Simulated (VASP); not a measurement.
Write the native input for VASP 6.6.1 that does the following.

```yaml
Task: single point
Functional: PBE
Potentials_or_basis: VASP PAW PBE potentials, release 64 (In_d, B, H)
Cutoff: 500 eV
k_mesh: 3 × 3 × 2
Occupations: gaussian, width 0.15 eV
Spin: no spin polarisation
Dipole_correction: no
Further_INCAR_settings: ALGO = Normal; EDIFF = 1e-06; NBANDS = 34
```

The structure of In3B2H3 lies in POSCAR:

```
In3B2H3
1.0
    4.8592915931      0.0000000000      0.0000000000
   -2.4296457966      4.2082699640      0.0000000000
    0.0000000000      0.0000000000      5.7723200060
In B H
3 2 3
Direct
    0.6666666667      0.3333333333      0.5000000000
    0.3333333333      0.6666666667      0.7498908194
    0.3333333333      0.6666666667      0.2501091806
    0.0000000000      0.0000000000      0.0000000000
    0.0000000000      0.0000000000      0.5000000000
    0.5073098167      0.4926901833      0.0000000000
    0.5073098167      0.0146196334      0.0000000000
    0.9853803666      0.4926901833      0.0000000000
```

One way to write it, as run:

INCAR

```
SYSTEM = In3B2H3
ALGO = Normal ; EDIFF = 1E-6
ENCUT = 500 ; GGA = PE
GGA_COMPAT = .FALSE. ; ISIF = 2
ISMEAR = 0 ; LASPH = .TRUE.
LCHARG = .FALSE. ; LREAL = .FALSE.
LWAVE = .FALSE. ; NBANDS = 34
NELM = 120 ; PREC = Accurate
SIGMA = 0.15
```

KPOINTS

```
k-points
0
G
  3 3 2
  0 0 0
```

Potentials or basis: VASP PAW PBE potentials, release 64 (In_d, B, H).

Run with:

```bash
$ cat potpaw_PBE.64/In_d/POTCAR potpaw_PBE.64/B/POTCAR potpaw_PBE.64/H/POTCAR > POTCAR
$ mpirun -np 1 vasp_std > vasp.out
```

It gave:

The pressure is -0.4 GPa and the largest force is 0.054 eV/Å. The band gap on the k mesh is zero (band 24 reaches 6.67 eV, above the bottom of band 25 at 4.82 eV).

Caveat: the k points lie up to 0.54 Å⁻¹ apart; spin-orbit coupling is left out, which moves the levels of the heavy elements.

It took 40 s on 1 thread of Intel Xeon 8259CL (shared host), peak memory 0.23 GiB.
